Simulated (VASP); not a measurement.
Input of a VASP 6.6.1 run:

File INCAR:

```
SYSTEM = Sn
  ALGO = Fast
  EDIFF = 1E-7
  ENCUT = 520
  GGA = CA
  ISIF = 2
  ISMEAR = 0
  LASPH = .True.
  LCHARG = .False.
  LREAL = .False.
  LWAVE = .False.
  NBANDS = 13
  NELM = 100
  PREC = Accurate
  SIGMA = 0.15
```

KPOINTS

```
k-points
0
Gamma
  18 18 18
  0 0 0
```

The input POSCAR:

```
Sn
1.0
   -1.8378122646      1.8378122646      1.9230715965
    1.8378122646     -1.8378122646      1.9230715965
    1.8378122646      1.8378122646     -1.9230715965
Sn
1
Direct
    0.0000000000      0.0000000000      0.0000000000
```

Potentials or basis: VASP PAW LDA potentials, release 64 (Sn_d).

Launch:

```console
$ cat potpaw_LDA.64/Sn_d/POTCAR > POTCAR
$ mpirun -np 1 vasp_std > vasp.out
```

(1) Estimate the band gap on the k mesh.

(2) Predict the pressure.

Results:

(1) zero (bands 7 and 8 overlap by 10.63 eV).

(2) -1.0 GPa.

Caveat: the cell differs from its parent crystal (strain -0.030 along x and y, +0.015 along z); spin-orbit coupling is left out, which moves the levels of the heavy elements.
